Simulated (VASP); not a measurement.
Input of a VASP 6.6.1 run:

File INCAR:

```
PREC = Accurate
ENCUT = 520
EDIFF = 1E-7
ISMEAR = -1
SIGMA = 0.05
LREAL = F
LASPH = T
NELM = 80
ALGO = Normal
ISIF = 2
LWAVE = F
LCHARG = F
GGA = PS
NBANDS = 21
```

The input KPOINTS:

```
regular mesh
0
Gamma
  11 11 11
```

Contents of POSCAR:

```
Ge
1.0
   -2.4791465020      2.6330714371      1.4273027698
    2.4791465020     -2.6330714371      1.4273027698
    2.4791465020      2.6330714371     -1.4273027698
Ge
2
Direct
    0.3140570000      0.0640570000      0.2500000000
    0.6859430000      0.9359430000      0.7500000000
```

Potentials or basis: VASP PAW PBE potentials, release 64 (Ge_d).

Run with:

```bash
$ cat potpaw_PBE.64/Ge_d/POTCAR > POTCAR
$ mpirun -np 1 vasp_std > vasp.out
```

Problem. Predict the pressure.

Solution. -1.1 GPa.

Problem. Predict the largest force.

Solution. 0.057 eV/Å.

Problem. Predict the band gap on the k mesh.

Solution. Zero (band 14 reaches 8.77 eV, above the bottom of band 15 at 3.39 eV).

Forces on the atoms (eV/Å):
```
Ge   0.000  0.000  0.057
Ge   0.000  0.000 -0.057
```

Caveat: the PAW data sets were made with another functional, which shifts forces and pressure a little.
